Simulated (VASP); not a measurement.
# Ba (Fm-3m) in VASP: further runs

The runs below take Ba through relaxation of cell and atoms, single point, with revPBE, BLYP, LDA, pbe exchange, lyp correlation.

Everything below comes from runs of VASP 6.6.1. Logs are shortened: lines on timing, memory, paths and dates and some standing lists are left out, and cuts for length are marked.

**1. The cell of the first run**

Symmetry: Fm-3m, No. 225, cubic system. Conventional cell: a = 6.465 Å, b = 6.465 Å, c = 6.465 Å, α = 90.00°, β = 90.00°, γ = 90.00°.

This isn't the form of Ba at room conditions, which is bcc.

**2. Relaxation of cell and atoms, revPBE**

INCAR

```
PREC     = Accurate       # precision mode
ENCUT    = 600            # plane-wave cutoff, eV
EDIFF    = 1E-6           # SCF threshold, eV
ISMEAR   = -1             # smearing method
SIGMA    = 0.05           # smearing width, eV
LREAL    = F              # projectors in reciprocal space
LASPH    = T              # aspherical terms in the spheres
NELM     = 80             # most SCF steps
ALGO     = Normal         # electronic algorithm
ISIF     = 3              # what is computed and relaxed
LWAVE    = F              # write WAVECAR
LCHARG   = F              # write CHGCAR
GGA      = RE             # functional
IBRION   = 2              # ionic algorithm
NSW      = 80             # ionic steps
EDIFFG   = -0.02          # ionic threshold
```

KPOINTS

```
regular mesh
0
Gamma
  7 7 7
```

POSCAR

```
Ba
1.0
    0.0000000000      3.2326650028      3.2326650028
    3.2326650028      0.0000000000      3.2326650028
    3.2326650028      3.2326650028      0.0000000000
Ba
1
Direct
    0.0000000000      0.0000000000      0.0000000000
```

Potentials or basis: VASP PAW PBE potentials, release 64 (Ba_sv).

Launch:

```bash
$ cat potpaw_PBE.64/Ba_sv/POTCAR > POTCAR
$ mpirun -np 1 vasp_std > vasp.out
```

OUTCAR:

```text
PREC = Accurate
   ENCUT = 600
   EDIFF = 1E-6
   ISMEAR = -1
   LREAL = F
   LASPH = T
   NELM = 80
   ISIF = 3
   GGA = RE
   IBRION = 2
   NSW = 80
   EDIFFG = -0.02

 ion  position               nearest neighbor table
   1  0.000  0.000  0.000-

  LATTYP: Found a face centered cubic cell.
 ALAT       =     6.4653300056

  Lattice vectors:

 A1 = (   0.0000000000,   3.2326650028,   3.2326650028)
 A2 = (   3.2326650028,   0.0000000000,   3.2326650028)
 A3 = (   3.2326650028,   3.2326650028,   0.0000000000)

Analysis of symmetry for initial positions (statically):
=====================================================================
 Subroutine PRICEL returns:
 Original cell was already a primitive cell.

 Routine SETGRP: Setting up the symmetry group for a
 face centered cubic supercell.

 Subroutine GETGRP returns: Found 48 space group operations
 (whereof 48 operations were pure point group operations)
 out of a pool of 48 trial point group operations.

The static configuration has the point symmetry O_h .

Analysis of symmetry for dynamics (positions and initial velocities):
=====================================================================
 Subroutine PRICEL returns:
 Original cell was already a primitive cell.

 Routine SETGRP: Setting up the symmetry group for a
 face centered cubic supercell.

 Subroutine GETGRP returns: Found 48 space group operations
 (whereof 48 operations were pure point group operations)
 out of a pool of 48 trial point group operations.

The dynamic configuration has the point symmetry O_h .

 Subroutine INISYM returns: Found 48 space group operations
 (whereof 48 operations are pure point group operations),
 and found     1 'primitive' translations

----------------------------------------------------------------------------------------

                                     Primitive cell

  volume of cell :      67.5635

  direct lattice vectors                    reciprocal lattice vectors
     0.000000000  3.232665003  3.232665003    -0.154671146  0.154671146  0.154671146
     3.232665003  0.000000000  3.232665003     0.154671146 -0.154671146  0.154671146
     3.232665003  3.232665003  0.000000000     0.154671146  0.154671146 -0.154671146

  length of vectors
     4.571678690  4.571678690  4.571678690     0.267898283  0.267898283  0.267898283

  position of ions in fractional coordinates (direct lattice)
     0.000000000  0.000000000  0.000000000

[... 61 lines left out ...]
   PREC   = accura    normal or accurate (medium, high low for compatibility)
   ISTART =      0    job   : 0-new  1-cont  2-samecut
   ICHARG =      2    charge: 1-file 2-atom 10-const
   ISPIN  =      1    spin polarized calculation?
   LNONCOLLINEAR =      F non collinear calculations
   LSORBIT =      F    spin-orbit coupling
   LASPH  =      T    aspherical Exc in radial PAW
   ENCUT  =  600.0 eV  44.10 Ry    6.64 a.u.   9.13  9.13  9.13*2*pi/ulx,y,z
   NELM   =     80;   NELMIN=  2; NELMDL= -5     # of ELM steps
   EDIFF  = 0.1E-05   stopping-criterion for ELM
   LREAL  =      F    real-space projection
   EDIFFG = -.2E-01   stopping-criterion for IOM
   NSW    =     80    number of steps for IOM
   IBRION =      2    ionic relax: 0-MD 1-quasi-New 2-CG
   NFREE  =      1    steps in history (QN), initial steepest desc. (CG)
   ISIF   =      3    stress and relaxation
   ISYM   =      2    0-nonsym 1-usesym 2-fastsym
   POTIM  = 0.5000    time-step for ionic-motion
   TEBEG  =    0.0;   TEEND  =   0.0 temperature during run
   PSTRESS=    0.0 pullay stress
   NELECT =      10.0000    total number of electrons
   NUPDOWN=      -1.0000    fix difference up-down
   EMIN   =  10.00;   EMAX   =-10.00  energy-range for DOS
   EFERMI =   0.00;   METHOD = LEGACY
   ISMEAR =    -1;   SIGMA  =   0.05  broadening in eV -4-tet -1-fermi 0-gaus
   EFERMI_NEDOS =   21; number of points for ismear=-14 and -15
   IALGO  =     38    algorithm
   IMIX   =      4    mixing-type and parameters
     AMIX     =   0.40;   BMIX     =  1.00
     AMIX_MAG =   1.60;   BMIX_MAG =  1.00
  volume/ion in A,a.u.               =      67.56       455.94
  Fermi-wavevector in a.u.,A,eV,Ry     =   0.865973  1.636451 10.203124  0.749908
  Thomas-Fermi vector in A             =   1.984294
   LORBIT       =      0    0 simple, 1 ext, 2 COOP (PROOUT), +10 PAW based schemes
   GGA     = RE    functional components
   LHFCALC =     F    Hartree Fock is set to
   AEXX    =    0.0000 exact exchange contribution
   IVDW    =     0    specifies the selected vdW correction
   LEPSILON=     F    determine dielectric tensor
   LRPA    =     F    only Hartree local field effects (RPA)
 conjugate gradient relaxation of ions
 non-spin polarized calculation
  energy-cutoff  :      600.00
  volume of cell :       67.56
 maximum number of plane-waves:      2269
 NGX is ok and might be reduce to    40
   NGX = 19   NGY = 19   NGZ = 19

--------------------------------------- Ionic step        1  -------------------------------------------

 number of electron      10.0000000 magnetization

 number of electron       9.9999999 magnetization

 Free energy of the ion-electron system (eV)
  ---------------------------------------------------
  ext. energy  EPLUGINS =         0.00000000
  ---------------------------------------------------
  free energy    TOTEN  =        -1.70819498 eV

  energy without entropy =       -1.69643847  energy(sigma->0) =       -1.70231673

------------------------ aborting loop because EDIFF is reached ----------------------------------------

  FORCE on cell =-STRESS in cart. coord.  units (eV):
  Direction    XX          YY          ZZ          XY          YZ          ZX
  --------------------------------------------------------------------------------------
  -------------------------------------------------------------------------------------
  Total        0.0693420      0.0693420      0.0693420      0.0000000      0.0000000     -0.0000000
  in kB        1.6443521      1.6443521      1.6443521      0.0000000      0.0000000     -0.0000000
  external PRESSURE =       1.6443521 kB  Pullay stress =       0.0000000 kB
[... 57 lines left out ...]
--------------------------------------- Ionic step        3  -------------------------------------------

 number of electron      10.0000000 magnetization

 Free energy of the ion-electron system (eV)
  ---------------------------------------------------
  ext. energy  EPLUGINS =         0.00000000
  ---------------------------------------------------
  free energy    TOTEN  =        -1.70884995 eV

  energy without entropy =       -1.69699943  energy(sigma->0) =       -1.70292469

 E-fermi :   1.4782     XC(G=0):  -7.0456

 val. band max:        1.4527194874   @ k =  -0.2857   0.4286   0.1429
 cond. band min:       1.5021360287   @ k =  -0.4286   0.4286   0.0000
 fundamental gap:      0.0494165413
 Fermi energy:         1.4781611678

 k-point     1 :       0.0000    0.0000    0.0000
  band No.  band energies     occupation
      1     -27.6237      2.00000
      2     -12.6290      2.00000
      3     -12.6290      2.00000
      4     -12.6290      2.00000
      5      -1.2525      2.00000
      6       3.1707      0.00000
      7       3.1707      0.00000
      8       3.1707      0.00000
      9       4.5723      0.00000
[... 254 lines left out ...]
  FREE ENERGIE OF THE ION-ELECTRON SYSTEM (eV)
  ---------------------------------------------------
  free  energy   TOTEN  =        -1.7088499461 eV

  energy  without entropy=       -1.6969994326  energy(sigma->0) =       -1.70292469

 reached required accuracy - stopping structural energy minimisation
```

OSZICAR:

```text
N       E                     dE             d eps       ncg     rms          rms(c)
DAV:   1     0.666343248863E+02    0.66634E+02   -0.45839E+03   360   0.101E+03
DAV:   2     0.128638173536E+01   -0.65348E+02   -0.64120E+02   443   0.157E+02
DAV:   3    -0.160767958993E+01   -0.28941E+01   -0.28753E+01   385   0.408E+01
[... 20 lines left out ...]
DAV:   3    -0.170877824782E+01    0.14515E-02   -0.92574E-03   512   0.657E-01    0.547E-02
DAV:   4    -0.170878387932E+01   -0.56315E-05   -0.46748E-05   377   0.679E-02    0.525E-02
DAV:   5    -0.170883932292E+01   -0.55444E-04   -0.46534E-05   400   0.618E-02    0.224E-02
DAV:   6    -0.170884948797E+01   -0.10165E-04   -0.21714E-05   564   0.422E-02    0.119E-02
DAV:   7    -0.170884994612E+01   -0.45815E-06   -0.11868E-06   211   0.154E-02
   3 F= -.17088499E+01 E0= -.17029247E+01  d E =-.654967E-03
```

CONTCAR:

```text
Ba
   1.00000000000000
    -0.0000000000000000    3.2548015048525922    3.2548015048525922
     3.2548015048525922    0.0000000000000000    3.2548015048525922
     3.2548015048525922    3.2548015048525922   -0.0000000000000000
  Ba
     1
Direct
     0.0000000000000000    0.0000000000000000    0.0000000000000000

  0.00000000E+00  0.00000000E+00  0.00000000E+00
```

It took 22 s on 1 thread of Intel Xeon Platinum 8488C (Sapphire Rapids), shared host; peak memory 0.24 GiB.

What came out:

```yaml
Free_energy: -1.7088 eV
Relaxed_volume: 68.96 Å³/atom
Relaxed_cell: a = 4.603 Å, b = 4.603 Å, c = 4.603 Å, α = 60.00°, β = 60.00°, γ = 60.00°
Space_group_after_relaxing_to_0.1_Å: Fm-3m (No. 225)
Energy_gained_by_relaxing: 0.7 meV/atom
Ionic_steps: 3
Pressure_after_relaxing: 0.0 GPa
Band_gap_on_the_k_mesh: zero (bands 5 and 6 overlap by 0.01 eV)
```

The path:
| step | energy change (eV) | largest force (eV/Å) | pressure (GPa) | volume (Å³) |
| --- | --- | --- | --- | --- |
| 1 | 0.0000 | 0.0000 | 0.16 | 67.56 |
| 2 | -0.0005 | 0.0000 | 0.08 | 68.24 |
| 3 | -0.0007 | 0.0000 | 0.00 | 68.96 |

Final structure:
```
CELL_PARAMETERS angstrom
0.00000 3.25480 3.25480
3.25480 0.00000 3.25480
3.25480 3.25480 0.00000
ATOMIC_POSITIONS crystal
Ba 0.00000 0.00000 0.00000
```

Caveat: the PAW data sets were made with another functional, which shifts forces and pressure a little; spin-orbit coupling is left out, which moves the levels of the heavy elements.

**3. Relaxation of cell and atoms, BLYP**

INCAR

```
SYSTEM = Ba
PREC = Accurate
ENCUT = 600
EDIFF = 1E-6
ISMEAR = -1
SIGMA = 0.05
LREAL = .False.
LASPH = .True.
NELM = 80
ALGO = Normal
ISIF = 3
LWAVE = .False.
LCHARG = .False.
GGA = B5
ALDAX = 1.0
AGGAX = 1.0
AGGAC = 1.0
ALDAC = 0.0
IBRION = 2
NSW = 80
EDIFFG = -0.02
```

KPOINTS

```
Automatic mesh
0
Gamma
  7 7 7
  0 0 0
```

POSCAR is that of step 2.

Potentials or basis: VASP PAW PBE potentials, release 64 (Ba_sv).

Launch:

```bash
$ cat potpaw_PBE.64/Ba_sv/POTCAR > POTCAR
$ mpirun -np 1 vasp_std > vasp.out
```

Wall time 32 s (1 thread of Intel Xeon Platinum 8488C (Sapphire Rapids), shared host); peak memory 0.23 GiB.

Results (log left out):

| Item | Value |
| --- | --- |
| Free energy | -1.2394 eV |
| Relaxed volume | 67.92 Å³/atom |
| Relaxed cell | a = 4.580 Å, b = 4.580 Å, c = 4.580 Å, α = 60.00°, β = 60.00°, γ = 60.00° |
| Space group after relaxing (to 0.1 Å) | Fm-3m (No. 225) |
| Energy gained by relaxing | 0.1 meV/atom |
| Ionic steps | 2 |
| Pressure after relaxing | 0.0 GPa |
| Band gap on the k mesh | zero (bands 5 and 6 overlap by 0.08 eV) |

The path:
```
step  energy change (eV)  largest force (eV/Å)  pressure (GPa)  volume (Å³)
   1              0.0000                0.0000            0.09        67.56
   2             -0.0001                0.0000            0.04        67.92
```

Final structure:
```cif
data_structure
_symmetry_space_group_name_H-M 'P 1'
_symmetry_Int_Tables_number 1
_cell_length_a 4.5797
_cell_length_b 4.5797
_cell_length_c 4.5797
_cell_angle_alpha 60.000
_cell_angle_beta 60.000
_cell_angle_gamma 60.000
_cell_volume 67.92
loop_
_atom_site_label
_atom_site_type_symbol
_atom_site_fract_x
_atom_site_fract_y
_atom_site_fract_z
_atom_site_occupancy
Ba1 Ba 0.00000 0.00000 0.00000 1
```

Levels at points of the mesh, in eV from the Fermi level:
| k point | band 1 | band 2 | band 3 | band 4 | band 5 | band 6 | band 7 | band 8 | band 9 |
| --- | --- | --- | --- | --- | --- | --- | --- | --- | --- |
| (0.00, 0.00, 0.00) | -29.07 | -14.12 | -14.12 | -14.12 | -2.66 | 1.58 | 1.58 | 1.58 | 2.95 |

Caveat: the PAW data sets were made with another functional, which shifts forces and pressure a little; spin-orbit coupling is left out, which moves the levels of the heavy elements.

(Continued in part 2 of 2.)
